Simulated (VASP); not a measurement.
The system is CdS.

```
Cd S
1.0
     4.15000    0.00000    0.00000
    -2.07500    3.59401    0.00000
     0.00000    0.00000    6.73700
Cd S
2 2
Direct
  0.66667 0.33333 0.50000
  0.33333 0.66667 0.00000
  0.66667 0.33333 0.87500
  0.33333 0.66667 0.37500
```

Program: VASP 6.6.1. Alike in all runs: task single point; potentials or basis VASP PAW PBE potentials, release 64 (Cd, S); cell as given.

**Question.** Order these runs on this cell by their band gap on the k mesh, lowest first.
A. level r2SCAN50; spin off; k mesh 4 × 4 × 2; cutoff (eV) 520; smearing fermi-dirac 0.05 eV; grid for exact exchange (PRECFOCK) Normal; share of exact exchange 0.5
B. level pbe exchange, pbesol correlation; spin collinear; k mesh 7 × 7 × 4; cutoff (eV) 500; smearing tetrahedron
C. level PBE-based screened hybrid with 20 % exact exchange; spin off; k mesh 4 × 4 × 2; cutoff (eV) 520; smearing fermi-dirac 0.05 eV; grid for exact exchange (PRECFOCK) Normal; share of exact exchange 0.2; screening parameter 0.2 1/Å
D. level PBE-based screened hybrid with 25 % exact exchange; spin off; k mesh 4 × 4 × 2; cutoff (eV) 520; smearing fermi-dirac 0.05 eV; grid for exact exchange (PRECFOCK) Normal; share of exact exchange 0.25; screening parameter 0.2 1/Å
E. level PBE-based screened hybrid with 15 % exact exchange; spin off; k mesh 4 × 4 × 2; cutoff (eV) 520; smearing fermi-dirac 0.05 eV; grid for exact exchange (PRECFOCK) Normal; share of exact exchange 0.15; screening parameter 0.2 1/Å

**Answer.** B (1.16 eV), E (1.82 eV), C (2.03 eV), D (2.25 eV), A (4.81 eV).

Caveats: some runs use coarse meshes.
